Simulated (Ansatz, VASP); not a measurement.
Bi2Te3: VASP beside Ansatz

```
CELL_PARAMETERS angstrom
2.19115 1.26506 10.09800
-2.19115 1.26506 10.09800
0.00000 -2.53013 10.09800
ATOMIC_POSITIONS crystal
Bi 0.39987 0.39987 0.39987
Bi 0.60013 0.60013 0.60013
Te 0.00000 0.00000 0.00000
Te 0.20995 0.20995 0.20995
Te 0.79005 0.79005 0.79005
```

Alike in both runs: functional PBEsol; k mesh 9 × 9 × 9; occupations gaussian, width 0.01 eV; no spin polarisation.

Ansatz relaxed the structure, and its values are those at the end. VASP's run is a single point on that final structure, the one shown.

```csv
,VASP,Ansatz
version,VASP 6.6.1,Ansatz 0.2.0
potentials or method,"VASP PAW PBE potentials, release 64 (Bi_d, Te), cutoff 520 eV","scalar-relativistic, plane waves, PAW"
valence electrons in the cell,48,78
```

VASP gave:

```
gap on the k mesh at the Fermi level (eV) : 0.20
least direct gap on the mesh (eV)         : 0.20
pressure (GPa)                            : 0.0
rms of the force components (eV/Å)        : 0.008
```

Question: Estimate Ansatz's values.

Answer: gap on the k mesh at the Fermi level (eV): 0.21; least direct gap on the mesh (eV): 0.21; pressure (GPa): 0.0; rms of the force components (eV/Å): 0.001.

VASP's potentials were made for PBE, not for PBEsol. With one functional, cell and mesh, what is left measures potentials, basis and numerics. VASP's potentials hold 48 valence electrons a cell and Ansatz's 78, so a difference there can come from the potentials and not from the codes.

Spin-orbit coupling is off throughout.
